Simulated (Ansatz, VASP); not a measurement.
## MgO: VASP beside Ansatz

```xyz
2
Lattice="0.1110 2.1921 2.1921 2.1921 0.1110 2.1921 2.1921 2.1921 0.1110" Properties=species:S:1:pos:R:3 pbc="T T T"
Mg    0.0000    0.0000    0.0000
O     2.2476    2.2476    2.2476
```

Alike in both runs: task single point; functional PBE; k mesh 10 × 10 × 10; occupations gaussian, width 0.05 eV; no spin polarisation.

|  | VASP | Ansatz |
| --- | --- | --- |
| version | VASP 6.6.1 | Ansatz 0.2.0 |
| potentials or method | VASP PAW PBE potentials, release 64 (Mg_sv, O), cutoff 840 eV | scalar-relativistic, plane waves, PAW |
| valence electrons in the cell | 16 | 16 |

VASP gave:

- gap on the k mesh at the Fermi level (eV): 4.03
- least direct gap on the mesh (eV): 4.03
- pressure (GPa): -1.6
- traceless stress, the component that is largest in VASP (GPa): -7.92

Task: Estimate Ansatz's values.

Result: gap on the k mesh at the Fermi level (eV): 4.03; least direct gap on the mesh (eV): 4.03; pressure (GPa): -1.6; traceless stress, the component that is largest in VASP (GPa): -7.94.

The functional is the same, so the differences come from potentials, cutoffs and numerics.
